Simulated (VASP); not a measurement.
B:

```
B
1.0
     1.88524    0.00000    0.00000
     0.00000    1.88524    0.00000
     0.00000    0.00000    1.88524
B
1
Direct
  0.50000 0.50000 0.50000
```

Base run:

- Program: VASP 6.6.1
- Functional: PBE
- Potentials or basis: VASP PAW PBE potentials, release 64 (B)
- Cutoff: 520 eV
- k mesh: 14 × 14 × 14
- Occupations: fermi-dirac, width 0.05 eV
- Spin: no spin polarisation

Its results: pressure 0.4 GPa.

Q: After a change of settings the same cell gave: pressure 1.5 GPa. Which change was it?
A. k mesh from 14 × 14 × 14 to 8 × 8 × 8; occupations from fermi-dirac, width 0.05 eV to fermi-dirac, width 0.03 eV
B. occupations from fermi-dirac, width 0.05 eV to gaussian, width 0.011 eV
C. further incar settings from ALGO = Normal; EDIFF = 1e-06; NBANDS = 8 to ALGO = Normal; EDIFF = 1e-08; NBANDS = 8

A: A.

Caveats: some runs use coarse meshes.
